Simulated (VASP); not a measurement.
# ZnS (Wurtzite-2H) (P6_3mc) in VASP: a series of runs, part 2 of 2

VASP 6.6.1.

## (3) Density of states, PBE

POSCAR

```
ZnS
1.0
    3.8455096032      0.0000000000      0.0000000000
   -1.9227548016      3.3303090069      0.0000000000
    0.0000000000      0.0000000000      6.3052911691
Zn S
2 2
Direct
    0.3333333333      0.6666666667      0.0052193967
    0.6666666667      0.3333333333      0.5052193967
    0.3333333333      0.6666666667      0.3797806033
    0.6666666667      0.3333333333      0.8797806033
```

INCAR.step1

```
  PREC = Accurate
  ENCUT = 520
  EDIFF = 1E-6
  ISMEAR = 0
  SIGMA = 0.02
  LREAL = False
  LASPH = True
  NELM = 80
  ALGO = Normal
  ISIF = 2
  LWAVE = False
  LCHARG = True
  GGA = PE
  NBANDS = 26
```

KPOINTS.step1

```
Automatic mesh
0
Gamma
  9 9 6
```

INCAR.step2

```
  PREC = Accurate
  ENCUT = 520
  EDIFF = 1E-6
  ISMEAR = -5
  SIGMA = 0.02
  LREAL = False
  LASPH = True
  NELM = 80
  ALGO = Normal
  ISIF = 2
  LWAVE = False
  LCHARG = False
  GGA = PE
  LORBIT = 11
  NBANDS = 26
  NEDOS = 2001
  ICHARG = 11
```

KPOINTS.step2

```
Automatic mesh
0
Gamma
  14 14 9
```

Potentials or basis: VASP PAW PBE potentials, release 64 (Zn, S).

Run with:

```sh
$ cat potpaw_PBE.64/Zn/POTCAR potpaw_PBE.64/S/POTCAR > POTCAR
$ cp INCAR.step1 INCAR
$ cp KPOINTS.step1 KPOINTS
$ mpirun -np 1 vasp_std > vasp.out
$ cp INCAR.step2 INCAR
$ cp KPOINTS.step2 KPOINTS
$ mpirun -np 1 vasp_std > vasp.out
```

OUTCAR:

```text
PREC = Accurate
   ENCUT = 520
   EDIFF = 1E-6
   ISMEAR = -5
   LREAL = False
   LASPH = True
   NELM = 80
   ISIF = 2
   GGA = PE
   LORBIT = 11
   ICHARG = 11

 ion  position               nearest neighbor table
   1  0.333  0.667  0.005-   4 2.36   4 2.36   4 2.36   3 2.36
   2  0.667  0.333  0.505-   3 2.36   3 2.36   3 2.36   4 2.36
   3  0.333  0.667  0.380-   2 2.36   2 2.36   2 2.36   1 2.36
   4  0.667  0.333  0.880-   1 2.36   1 2.36   1 2.36   2 2.36

  LATTYP: Found a hexagonal cell.
 ALAT       =     3.8455096032
 C/A-ratio  =     1.6396503506

  Lattice vectors:

 A1 = (   3.8455096032,   0.0000000000,   0.0000000000)
 A2 = (  -1.9227548016,   3.3303090069,   0.0000000000)
 A3 = (   0.0000000000,   0.0000000000,   6.3052911691)

Analysis of symmetry for initial positions (statically):
=====================================================================
 Subroutine PRICEL returns:
 Original cell was already a primitive cell.

 Routine SETGRP: Setting up the symmetry group for a
 hexagonal supercell.

 Subroutine GETGRP returns: Found 12 space group operations
 (whereof  6 operations were pure point group operations)
[... 177 lines left out ...]
 Fermi energy:         1.9176902109

 k-point     1 :       0.0000    0.0000    0.0000
  band No.  band energies     occupation
      1     -11.0942      2.00000
      2     -10.2051      2.00000
      3      -4.3430      2.00000
      4      -4.3312      2.00000
      5      -4.3312      2.00000
      6      -4.2530      2.00000
[... 685 lines left out ...]
     25      11.3304      0.00000
     26      11.4669      0.00000

 [... further k-points ...]
[... 5 lines left out ...]
  --------------------------------------------------------------------------------------
  -------------------------------------------------------------------------------------
  Total        0.0855956      0.0855956      0.0929203      0.0000000     -0.0000000      0.0000000
  in kB        1.6983165      1.6983165      1.8436457      0.0000000     -0.0000000      0.0000000
  external PRESSURE =       1.7467595 kB  Pullay stress =       0.0000000 kB

 VOLUME and BASIS-vectors are now :
 -----------------------------------------------------------------------------
  energy-cutoff  :      520.00
  volume of cell :       80.75
      direct lattice vectors                 reciprocal lattice vectors
     3.845509603  0.000000000  0.000000000     0.260043558  0.150136218  0.000000000
    -1.922754802  3.330309007  0.000000000     0.000000000  0.300272437  0.000000000
     0.000000000  0.000000000  6.305291169     0.000000000  0.000000000  0.158596958

 POSITION                                       TOTAL-FORCE (eV/Angst)
 -----------------------------------------------------------------------------------
     -0.00000      2.22021      0.03291        -0.000000     -0.000000      0.001046
      1.92275      1.11010      3.18556         0.000000      0.000000      0.001046
     -0.00000      2.22021      2.39463        -0.000000     -0.000000     -0.001046
      1.92275      1.11010      5.54727        -0.000000      0.000000     -0.001046
 -----------------------------------------------------------------------------------
    total drift:                               -0.000000     -0.000000      0.000244

  FREE ENERGIE OF THE ION-ELECTRON SYSTEM (eV)
  ---------------------------------------------------
  free  energy   TOTEN  =       -13.6938344792 eV

  energy  without entropy=      -13.6938344792  energy(sigma->0) =      -13.69383448

 total charge

# of ion       s       p       d       tot
------------------------------------------
    1        0.512   0.456   9.798  10.766
    2        0.512   0.456   9.798  10.766
    3        1.315   2.427   0.000   3.743
    4        1.315   2.427   0.000   3.743
--------------------------------------------------
tot          3.655   5.766  19.596  29.018
```

OUTCAR.step1:

```text
PREC = Accurate
   ENCUT = 520
   EDIFF = 1E-6
   ISMEAR = 0
   LREAL = False
[... 928 lines left out ...]
     -0.00000      2.22021      0.03291        -0.000000     -0.000000      0.001039
      1.92275      1.11010      3.18556         0.000000      0.000000      0.001039
     -0.00000      2.22021      2.39463         0.000000     -0.000000     -0.001039
      1.92275      1.11010      5.54727        -0.000000      0.000000     -0.001039
 -----------------------------------------------------------------------------------
    total drift:                               -0.000000     -0.000000     -0.000142

  FREE ENERGIE OF THE ION-ELECTRON SYSTEM (eV)
  ---------------------------------------------------
  free  energy   TOTEN  =       -13.6937599766 eV

  energy  without entropy=      -13.6937599766  energy(sigma->0) =      -13.69375998
```

OSZICAR.step1:

```text
N       E                     dE             d eps       ncg     rms          rms(c)
DAV:   1     0.243019918072E+03    0.24302E+03   -0.17145E+04  2496   0.166E+03
DAV:   2     0.973403606612E+01   -0.23329E+03   -0.22411E+03  2570   0.347E+02
DAV:   3    -0.139727119245E+02   -0.23707E+02   -0.23474E+02  3056   0.110E+02
DAV:   4    -0.145395890836E+02   -0.56688E+00   -0.56559E+00  2866   0.171E+01
DAV:   5    -0.145484025040E+02   -0.88134E-02   -0.88114E-02  3050   0.211E+00    0.935E+00
DAV:   6    -0.137027601198E+02    0.84564E+00   -0.16342E+00  3752   0.364E+01    0.724E+00
DAV:   7    -0.136983352689E+02    0.44249E-02   -0.11675E+00  2638   0.632E+00    0.337E+00
DAV:   8    -0.136927538952E+02    0.55814E-02   -0.34905E-02  3046   0.188E+00    0.916E-01
DAV:   9    -0.136933722006E+02   -0.61831E-03   -0.81331E-03  3380   0.135E+00    0.220E-01
DAV:  10    -0.136935351650E+02   -0.16296E-03   -0.64064E-04  2872   0.321E-01    0.911E-02
DAV:  11    -0.136937579463E+02   -0.22278E-03   -0.36236E-04  2586   0.120E-01    0.568E-02
DAV:  12    -0.136937567217E+02    0.12246E-05   -0.11454E-05  3006   0.278E-02    0.110E-02
DAV:  13    -0.136937599248E+02   -0.32031E-05   -0.47005E-06  2488   0.141E-02    0.242E-03
DAV:  14    -0.136937599766E+02   -0.51845E-07   -0.39560E-07  2050   0.129E-02
   1 F= -.13693760E+02 E0= -.13693760E+02  d E =-.943759E-22
```

Wall time 3.2 min (1 thread of Intel Xeon Platinum 8488C (Sapphire Rapids), shared host); peak memory 0.34 GiB.

What came out:

```yaml
Valence_electrons_inside_the_program's_atomic_spheres: Zn 10.77; S 3.74
```

Levels at points of the mesh, in eV from the valence-band top:
```csv
k point,band 14,band 15,band 16,band 17,band 18,band 19,band 20,band 21,band 22,band 23
"(0.00, 0.00, 0.00)",-0.86,-0.86,-0.07,0.00,0.00,2.08,3.05,6.33,6.33,6.59
"(0.50, 0.00, 0.00)",-4.01,-3.14,-2.14,-1.61,-0.85,3.68,4.18,5.14,6.93,7.29
```
